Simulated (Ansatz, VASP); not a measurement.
**Two plane-wave programs on Pb**

File POSCAR:

```
Pb
1.0
    3.2016006353      0.0000000000      0.0000000000
   -1.6008003177      2.7726674830      0.0000000000
    0.0000000000      0.0000000000      5.3664000000
Pb
2
Direct
    0.3333333333      0.6666666667      0.2500000000
    0.6666666667      0.3333333333      0.7500000000
```

File INCAR.step1:

```
ALGO = Normal
EDIFF = 1E-4
ENCUT = 520
GGA = PE
ISMEAR = 0
LASPH = True
LCHARG = False
LREAL = False
LWAVE = True
NBANDS = 21
NELM = 60
PREC = Accurate
SIGMA = 0.15
```

Contents of INCAR.step2:

```
ALGO = Normal
EDIFF = 1E-7
ENCUT = 520
ISIF = 2
ISMEAR = 0
ISTART = 1
LASPH = True
LCHARG = False
LMIXTAU = True
LREAL = False
LWAVE = False
METAGGA = R2SCAN
NBANDS = 21
NELM = 60
PREC = Accurate
SIGMA = 0.15
```

The input KPOINTS:

```
k-points
0
Gamma
  18 18 10
```

Input for Ansatz:

```yaml
crystal:
  lattice:
    - [3.2016006353, 0.0, 0.0]
    - [-1.6008003177, 2.772667483, 0.0]
    - [0.0, 0.0, 5.3664]
  atoms:
    - { symbol: Pb, position: [0.3333333333, 0.6666666667, 0.25] }
    - { symbol: Pb, position: [0.6666666667, 0.3333333333, 0.75] }
basis:
  ecutwfc: 500
kpoints:
  mp_grid: { grid: [18, 18, 10] }
hamiltonian:
  xc: r2scan
scf:
  occupations: { method: gaussian, width: 0.15 }
output:
  forces: true
  stress: true
  eigenvalues: true
```

Change from the starting cell: strain -0.080 along x and y, -0.040 along z, atoms carried along.

Alike in both runs: task single point; functional r2SCAN; k mesh 18 × 18 × 10; occupations gaussian, width 0.15 eV; no spin polarisation.

```csv
,VASP,Ansatz
version,VASP 6.6.1,Ansatz 0.2.0
potentials or method,"VASP PAW PBE potentials, release 64 (Pb_d), cutoff 520 eV","scalar-relativistic, plane waves, PAW"
valence electrons in the cell,28,28
```

```tsv
	VASP	Ansatz	Ansatz less VASP
gap on the k mesh at the Fermi level (eV)	none	none	-
pressure (GPa)	22.2	22.0	-0.12
traceless stress, the component that is largest in VASP (GPa)	-0.60	-0.59	+0.011
```

VASP's potentials were made for PBE, not for r2SCAN. A gap of «none» marks a metal or a gap that the smearing closes.

Neither program's run includes spin-orbit coupling.
